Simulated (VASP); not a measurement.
# Na5TlW2Cl2O8 (C2/m) in VASP: single point with PBE

Aim: the single point of Na5TlW2Cl2O8 with PBE.

Everything below comes from runs of VASP 6.6.1. Logs are shortened: lines on timing, memory, paths and dates and some standing lists are left out, and cuts for length are marked.

**1. The cell of the first run**

Symmetry: C2/m, No. 12, monoclinic system. The conventional cell has a = 10.632 Å, b = 10.632 Å, c = 5.360 Å, α = 90.00°, β = 90.00°, γ = 90.00°. Within 3.4 Å of Na (site symmetry m) lie 4 O at 2.34 Å and 2 Cl at 2.57 to 2.80 Å and 3 Na at 3.19 to 3.26 Å and 1 Tl at 3.33 Å. Na (site symmetry -1) has 4 O at 2.48 to 2.53 Å and 2 Cl at 2.82 Å and 2 Na at 3.26 Å within 3.3 Å. Na (site symmetry 2/m) has 4 O at 2.37 Å and 2 Cl at 2.63 Å and 2 Na at 3.19 Å within 3.2 Å. Tl (site symmetry 2/m) has 4 O at 2.74 Å and 2 Cl at 2.99 Å and 2 Na at 3.33 Å within 3.6 Å. W (site symmetry 2) has 4 O at 1.79 Å within 2.4 Å. Within 3.4 Å of Cl (site symmetry m) lie 5 Na at 2.57 to 2.82 Å and 1 Tl at 2.99 Å and 2 O at 3.28 Å. O (site symmetry 1) has 1 W at 1.79 Å and 2 Na at 2.34 to 2.48 Å within 2.5 Å. Within 2.4 Å of O (site symmetry 1) lie 1 W at 1.79 Å and 2 Na at 2.34 to 2.37 Å.

**2. Single point, PBE**

INCAR

```
PREC = Accurate ; ENCUT = 520
EDIFF = 1E-7 ; ISMEAR = -1
SIGMA = 0.02 ; LREAL = Auto
LASPH = True ; NELM = 80
ALGO = Normal ; ISIF = 2
LWAVE = False ; LCHARG = False
GGA = PE ; NBANDS = 84
```

KPOINTS

```
Automatic mesh
0
Gamma
  3 3 4
```

POSCAR

```
Na5TlW2Cl2O8
1.0
    7.5181000000      0.0000000000      0.0000000000
    0.0000000000      7.5181000000      0.0000000000
    0.0000000000      0.0000000000      5.3600000000
Na Tl W Cl O
5 1 2 2 8
Direct
    0.4924223306      0.0075776694      0.3519210117
    0.0075776694      0.4924223306      0.6480789883
    0.7500000000      0.2500000000      0.0000000000
    0.2500000000      0.2500000000      0.0000000000
    0.2500000000      0.7500000000      0.0000000000
    0.7500000000      0.7500000000      0.0000000000
    0.0077112489      0.0077112489      0.5000000000
    0.4922887511      0.4922887511      0.5000000000
    0.4820685994      0.0179314006      0.8301358418
    0.0179314006      0.4820685994      0.1698641582
    0.8033260465      0.0237146116      0.3287986138
    0.4855915623      0.3145437730      0.2784479918
    0.1854562270      0.0144084377      0.2784479918
    0.4762853884      0.6966739535      0.3287986138
    0.3145437730      0.4855915623      0.7215520082
    0.0144084377      0.1854562270      0.7215520082
    0.6966739535      0.4762853884      0.6712013862
    0.0237146116      0.8033260465      0.6712013862
```

Potentials or basis: VASP PAW PBE potentials, release 64 (Na_pv, Tl_d, W_sv, Cl, O).

The run is started by

```bash
> cat potpaw_PBE.64/Na_pv/POTCAR potpaw_PBE.64/Tl_d/POTCAR potpaw_PBE.64/W_sv/POTCAR potpaw_PBE.64/Cl/POTCAR potpaw_PBE.64/O/POTCAR > POTCAR
> mpirun -np 1 vasp_std > vasp.out
```

OUTCAR:

```text
PREC = Accurate
   ENCUT = 520
   EDIFF = 1E-7
   ISMEAR = -1
   LREAL = Auto
   LASPH = True
   NELM = 80
   ISIF = 2
   GGA = PE

 ion  position               nearest neighbor table
   1  0.492  0.008  0.352-  12 2.34  13 2.34  11 2.34  14 2.34   9 2.57   6 3.33
   2  0.008  0.492  0.648-  15 2.34  16 2.34  17 2.34  18 2.34  10 2.57   6 3.33
   3  0.750  0.250  0.000-
   4  0.250  0.250  0.000-  12 2.37  13 2.37  15 2.37  16 2.37   9 2.63  10 2.63
   5  0.250  0.750  0.000-
   6  0.750  0.750  0.000-  11 2.74  14 2.74  17 2.74  18 2.74   9 2.99  10 2.99   1 3.33   2 3.33

   7  0.008  0.008  0.500-  13 1.79  16 1.79  11 1.79  18 1.79
   8  0.492  0.492  0.500-  12 1.79  15 1.79  14 1.79  17 1.79
   9  0.482  0.018  0.830-   1 2.57   4 2.63   6 2.99
  10  0.018  0.482  0.170-   2 2.57   4 2.63   6 2.99
  11  0.803  0.024  0.329-   7 1.79   1 2.34   6 2.74
  12  0.486  0.315  0.278-   8 1.79   1 2.34   4 2.37
  13  0.185  0.014  0.278-   7 1.79   1 2.34   4 2.37
  14  0.476  0.697  0.329-   8 1.79   1 2.34   6 2.74
  15  0.315  0.486  0.722-   8 1.79   2 2.34   4 2.37
  16  0.014  0.185  0.722-   7 1.79   2 2.34   4 2.37
  17  0.697  0.476  0.671-   8 1.79   2 2.34   6 2.74
  18  0.024  0.803  0.671-   7 1.79   2 2.34   6 2.74

  LATTYP: Found a simple tetragonal cell.
 ALAT       =     7.5181000000
 C/A-ratio  =     0.7129460901

  Lattice vectors:

 A1 = (   7.5181000000,   0.0000000000,   0.0000000000)
 A2 = (   0.0000000000,   7.5181000000,   0.0000000000)
 A3 = (   0.0000000000,   0.0000000000,   5.3600000000)

Analysis of symmetry for initial positions (statically):
=====================================================================
 Subroutine PRICEL returns:
 Original cell was already a primitive cell.

 Routine SETGRP: Setting up the symmetry group for a
 simple tetragonal supercell.

 Subroutine GETGRP returns: Found  4 space group operations
 (whereof  2 operations were pure point group operations)
 out of a pool of 16 trial point group operations.

The static configuration has the point symmetry C_2 .
 The point group associated with its full space group is C_2h.

Analysis of symmetry for dynamics (positions and initial velocities):
=====================================================================
 Subroutine PRICEL returns:
 Original cell was already a primitive cell.

 Routine SETGRP: Setting up the symmetry group for a
 simple tetragonal supercell.

 Subroutine GETGRP returns: Found  4 space group operations
 (whereof  2 operations were pure point group operations)
 out of a pool of 16 trial point group operations.

The dynamic configuration has the point symmetry C_2 .
 The point group associated with its full space group is C_2h.

 Subroutine INISYM returns: Found  4 space group operations
 (whereof  2 operations are pure point group operations),
 and found     1 'primitive' translations

----------------------------------------------------------------------------------------

                                     Primitive cell

  volume of cell :     302.9570

  direct lattice vectors                    reciprocal lattice vectors
     7.518100000  0.000000000  0.000000000     0.133012330  0.000000000  0.000000000
     0.000000000  7.518100000  0.000000000     0.000000000  0.133012330  0.000000000
     0.000000000  0.000000000  5.360000000     0.000000000  0.000000000  0.186567164

  length of vectors
     7.518100000  7.518100000  5.360000000     0.133012330  0.133012330  0.186567164

  position of ions in fractional coordinates (direct lattice)
     0.492422331  0.007577669  0.351921012
     0.007577669  0.492422331  0.648078988
     0.750000000  0.250000000  0.000000000
     0.250000000  0.250000000  0.000000000
     0.250000000  0.750000000  0.000000000
     0.750000000  0.750000000  0.000000000
[... 10 lines left out ...]
     0.696673954  0.476285388  0.671201386
     0.023714612  0.803326046  0.671201386

  ion indices of the primitive-cell ions
   primitive index   ion index
                 1           1
                 2           2
                 3           3
                 4           4
                 5           5
                 6           6
[... 10 lines left out ...]
                17          17
                18          18

----------------------------------------------------------------------------------------

 KPOINTS: Automatic mesh

Automatic generation of k-mesh.
 Grid dimensions read from file:
 generate k-points for:    3    3    4

 Generating k-lattice:

  Cartesian coordinates                     Fractional coordinates (reciprocal lattice)
     0.044337443  0.000000000  0.000000000     0.333333333  0.000000000  0.000000000
     0.000000000  0.044337443  0.000000000     0.000000000  0.333333333  0.000000000
     0.000000000  0.000000000  0.046641791     0.000000000  0.000000000  0.250000000

  Length of vectors
     0.044337443  0.044337443  0.046641791

  Shift w.r.t. Gamma in fractional coordinates (k-lattice)
     0.000000000  0.000000000  0.000000000

 Subroutine IBZKPT returns following result:
 ===========================================

 Found     14 irreducible k-points:

 Following reciprocal coordinates:
            Coordinates               Weight
  0.000000  0.000000  0.000000      1.000000
  0.333333  0.000000  0.000000      4.000000
  0.333333  0.333333  0.000000      2.000000
 -0.333333  0.333333  0.000000      2.000000
  0.000000  0.000000  0.250000      2.000000
  0.333333  0.000000  0.250000      4.000000
  0.000000  0.333333  0.250000      4.000000
  0.333333  0.333333  0.250000      4.000000
 -0.333333  0.333333  0.250000      2.000000
  0.333333 -0.333333  0.250000      2.000000
  0.000000  0.000000  0.500000      1.000000
  0.333333  0.000000  0.500000      4.000000
  0.333333  0.333333  0.500000      2.000000
 -0.333333  0.333333  0.500000      2.000000
   k-points           NKPTS =     14   k-points in BZ     NKDIM =     14   number of bands    NBANDS=     84
   number of dos      NEDOS =    301   number of ions     NIONS =     18
   total plane-waves  NPLWV = 125440
   dimension x,y,z NGX =    56 NGY =   56 NGZ =   40
   dimension x,y,z NGXF=   112 NGYF=  112 NGZF=   80
   ions per type =               5   1   2   2   8
   NGX,Y,Z   is equivalent  to a cutoff of  12.38, 12.38, 12.41 a.u.
   NGXF,Y,Z  is equivalent  to a cutoff of  24.77, 24.77, 24.81 a.u.
 SYSTEM =  unknown system
   PREC   = accura    normal or accurate (medium, high low for compatibility)
   ISTART =      0    job   : 0-new  1-cont  2-samecut
   ICHARG =      2    charge: 1-file 2-atom 10-const
   ISPIN  =      1    spin polarized calculation?
   LNONCOLLINEAR =      F non collinear calculations
   LSORBIT =      F    spin-orbit coupling
   LASPH  =      T    aspherical Exc in radial PAW
   ENCUT  =  520.0 eV  38.22 Ry    6.18 a.u.  13.98 13.98  9.97*2*pi/ulx,y,z
   NELM   =     80;   NELMIN=  2; NELMDL= -5     # of ELM steps
   EDIFF  = 0.1E-06   stopping-criterion for ELM
   LREAL  =      T    real-space projection
   EDIFFG = 0.1E-05   stopping-criterion for IOM
   NSW    =      0    number of steps for IOM
   IBRION =     -1    ionic relax: 0-MD 1-quasi-New 2-CG
   NFREE  =      0    steps in history (QN), initial steepest desc. (CG)
   ISIF   =      2    stress and relaxation
   ISYM   =      2    0-nonsym 1-usesym 2-fastsym
   POTIM  = 0.5000    time-step for ionic-motion
   TEBEG  =    0.0;   TEEND  =   0.0 temperature during run
   PSTRESS=    0.0 pullay stress
   NELECT =     138.0000    total number of electrons
   NUPDOWN=      -1.0000    fix difference up-down
   EMIN   =  10.00;   EMAX   =-10.00  energy-range for DOS
   EFERMI =   0.00;   METHOD = LEGACY
   ISMEAR =    -1;   SIGMA  =   0.02  broadening in eV -4-tet -1-fermi 0-gaus
   EFERMI_NEDOS =   21; number of points for ismear=-14 and -15
   IALGO  =     38    algorithm
   IMIX   =      4    mixing-type and parameters
     AMIX     =   0.40;   BMIX     =  1.00
     AMIX_MAG =   1.60;   BMIX_MAG =  1.00
  volume/ion in A,a.u.               =      16.83       113.58
  Fermi-wavevector in a.u.,A,eV,Ry     =   1.259624  2.380344 21.587713  1.586652
  Thomas-Fermi vector in A             =   2.393174
   LORBIT       =      0    0 simple, 1 ext, 2 COOP (PROOUT), +10 PAW based schemes
   GGA     = PE    functional components
   LHFCALC =     F    Hartree Fock is set to
   AEXX    =    0.0000 exact exchange contribution
   IVDW    =     0    specifies the selected vdW correction
   LEPSILON=     F    determine dielectric tensor
   LRPA    =     F    only Hartree local field effects (RPA)
 non-spin polarized calculation
  energy-cutoff  :      520.00
  volume of cell :      302.96
 maximum number of plane-waves:      8169
   NGX = 27   NGY = 27   NGZ = 19

 number of electron     137.9999911 magnetization

 Free energy of the ion-electron system (eV)
  ---------------------------------------------------
  ext. energy  EPLUGINS =         0.00000000
  ---------------------------------------------------
  free energy    TOTEN  =      -113.39782330 eV

  energy without entropy =     -113.39782330  energy(sigma->0) =     -113.39782330

 E-fermi :   1.9333     XC(G=0):  -9.0354

 val. band max:        1.3365093390   @ k =   0.3333   0.0000   0.5000
 cond. band min:       4.9027927759   @ k =   0.3333   0.0000   0.0000
 fundamental gap:      3.5662834368
 Fermi energy:         1.9332789589

 k-point     1 :       0.0000    0.0000    0.0000
  band No.  band energies     occupation
      1     -72.7523      2.00000
      2     -72.7523      2.00000
      3     -37.1969      2.00000
      4     -37.1968      2.00000
      5     -37.1920      2.00000
      6     -37.1918      2.00000
[... 73 lines left out ...]
     80       7.1347      0.00000
     81       7.4562      0.00000

 k-point     2 :       0.3333    0.0000    0.0000
  band No.  band energies     occupation
      1     -72.7523      2.00000
      2     -72.7523      2.00000
      3     -37.1968      2.00000
      4     -37.1968      2.00000
      5     -37.1919      2.00000
      6     -37.1918      2.00000
[... 73 lines left out ...]
     80       7.2691      0.00000
     81       7.3800      0.00000
[... 922 lines left out ...]
     80       7.2913      0.00000
     81       7.3780      0.00000

 k-point    14 :      -0.3333    0.3333    0.5000
  band No.  band energies     occupation
      1     -72.7523      2.00000
      2     -72.7523      2.00000
      3     -37.1970      2.00000
      4     -37.1970      2.00000
      5     -37.1920      2.00000
      6     -37.1917      2.00000
[... 73 lines left out ...]
     80       7.3399      0.00000
     81       7.4552      0.00000
 [bands above 81 left out]

------------------------ aborting loop because EDIFF is reached ----------------------------------------

  FORCE on cell =-STRESS in cart. coord.  units (eV):
  Direction    XX          YY          ZZ          XY          YZ          ZX
  --------------------------------------------------------------------------------------
  -------------------------------------------------------------------------------------
  Total        8.6948119      8.6948119      8.9257823     -0.1751614      1.2789566     -1.2789645
  in kB       45.9822043     45.9822043     47.2036833     -0.9263346      6.7637168     -6.7637586
  external PRESSURE =      46.3893639 kB  Pullay stress =       0.0000000 kB

 VOLUME and BASIS-vectors are now :
 -----------------------------------------------------------------------------
  energy-cutoff  :      520.00
  volume of cell :      302.96
      direct lattice vectors                 reciprocal lattice vectors
     7.518100000  0.000000000  0.000000000     0.133012330  0.000000000  0.000000000
     0.000000000  7.518100000  0.000000000     0.000000000  0.133012330  0.000000000
     0.000000000  0.000000000  5.360000000     0.000000000  0.000000000  0.186567164

 POSITION                                       TOTAL-FORCE (eV/Angst)
 -----------------------------------------------------------------------------------
      3.70208      0.05697      1.88630         0.003966     -0.003966     -0.011876
      0.05697      3.70208      3.47370        -0.003966      0.003966      0.011876
      5.63857      1.87952      0.00000        -0.000000      0.000000      0.000000
      1.87952      1.87952      0.00000        -0.000000     -0.000000      0.000000
      1.87952      5.63857      0.00000        -0.000000      0.000000      0.000000
      5.63857      5.63857      0.00000        -0.000000      0.000000      0.000000
[... 10 lines left out ...]
      5.23766      3.58076      3.59764         0.339151     -0.026017      0.204234
      0.17829      6.03949      3.59764         0.026017     -0.339151      0.204234
 -----------------------------------------------------------------------------------
    total drift:                                0.000000     -0.000000     -0.000000

  FREE ENERGIE OF THE ION-ELECTRON SYSTEM (eV)
  ---------------------------------------------------
  free  energy   TOTEN  =      -113.3978232997 eV

  energy  without entropy=     -113.3978232997  energy(sigma->0) =     -113.39782330
```

Run time: 5.8 min. Hardware: 1 thread of Intel Xeon Platinum 8488C (Sapphire Rapids), shared host; peak memory 0.48 GiB.

What came out:

```yaml
Free_energy: -113.3978 eV
Pressure: 4.6 GPa
Largest_force: 0.400 eV/Å
Band_gap_on_the_k_mesh: 3.57 eV (least direct gap 3.91 eV)
```

Forces in eV/Å, atoms in the order of the input:
```
Na   0.004 -0.004 -0.012
Na  -0.004  0.004  0.012
Na   0.000  0.000  0.000
Na   0.000  0.000  0.000
Na   0.000  0.000  0.000
Tl   0.000  0.000  0.000
W   -0.003 -0.003  0.000
W    0.003  0.003  0.000
Cl   0.002 -0.002  0.005
Cl  -0.002  0.002 -0.005
O   -0.339  0.026 -0.204
O   -0.009 -0.301 -0.263
O    0.301  0.009 -0.263
O   -0.026  0.339 -0.204
O   -0.301 -0.009  0.263
O    0.009  0.301  0.263
O    0.339 -0.026  0.204
O    0.026 -0.339  0.204
```

Caveat: the cell stands under pressure; spin-orbit coupling is left out, which moves the levels of the heavy elements.
